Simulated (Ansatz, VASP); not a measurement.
YAl3N4: VASP beside Ansatz

```
CELL_PARAMETERS angstrom
4.63189 0.00000 0.00000
0.00000 4.63189 0.00000
0.00000 0.00000 4.63189
ATOMIC_POSITIONS crystal
Y 0.50000 0.50000 0.50000
Al 0.50000 0.00000 0.00000
Al 0.00000 0.00000 0.50000
Al 0.00000 0.50000 0.00000
N 0.77218 0.22782 0.77218
N 0.77218 0.77218 0.22782
N 0.22782 0.22782 0.22782
N 0.22782 0.77218 0.77218
```

Alike in both runs: functional PBE; k mesh 6 × 6 × 6; occupations gaussian, width 0.02 eV; no spin polarisation.

Ansatz relaxed the structure, and its values are those at the end. VASP's run is a single point on that final structure, the one shown.

```csv
,VASP,Ansatz
version,VASP 6.6.1,Ansatz 0.2.0
potentials or method,"VASP PAW PBE potentials, release 64 (Y_sv, Al, N), cutoff 520 eV","scalar-relativistic, plane waves, PAW"
valence electrons in the cell,40,40
```

|  | VASP | Ansatz | Ansatz less VASP |
| --- | --- | --- | --- |
| gap on the k mesh at the Fermi level (eV) | 2.32 | 2.32 | 0.000 |
| least direct gap on the mesh (eV) | 3.04 | 3.04 | -0.001 |
| pressure (GPa) | -0.3 | 0.0 | +0.26 |

The functional is the same, so the differences come from potentials, cutoffs and numerics.
